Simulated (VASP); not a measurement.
Input of a VASP 6.6.1 run:

The input INCAR:

```
PREC     = Accurate       # precision mode
ENCUT    = 500            # plane-wave cutoff, eV
EDIFF    = 1E-6           # SCF threshold, eV
ISMEAR   = -1             # smearing method
SIGMA    = 0.05           # smearing width, eV
LREAL    = F              # projectors in reciprocal space
LASPH    = T              # aspherical terms in the spheres
NELM     = 120            # most SCF steps
ALGO     = Normal         # electronic algorithm
ISIF     = 2              # what is computed and relaxed
LWAVE    = F              # write WAVECAR
LCHARG   = T              # write CHGCAR
GGA      = PS             # functional
LELF     = T              # ELF
LVHAR    = T            
NBANDS   = 12             # bands
GGA_COMPAT= F
```

Contents of KPOINTS:

```
Automatic mesh
0
Gamma
  11 11 11
```

Contents of POSCAR:

```
Nb
1.0
   -1.5653323810      1.5653323810      1.5653323810
    1.5653323810     -1.5653323810      1.5653323810
    1.5653323810      1.5653323810     -1.5653323810
Nb
1
Direct
    0.0000000000      0.0000000000      0.0000000000
```

Potentials or basis: VASP PAW PBE potentials, release 64 (Nb_sv).

The run is started by

```bash
$ cat potpaw_PBE.64/Nb_sv/POTCAR > POTCAR
$ mpirun -np 1 vasp_std > vasp.out
```

Problem. Predict the pressure.

Solution. 29.7 GPa.

Problem. Estimate the band gap on the k mesh.

Solution. Zero (an odd number of electrons rules out a gap without spin polarisation).

Caveat: the cell stands under pressure; the PAW data sets were made with another functional, which shifts forces and pressure a little.
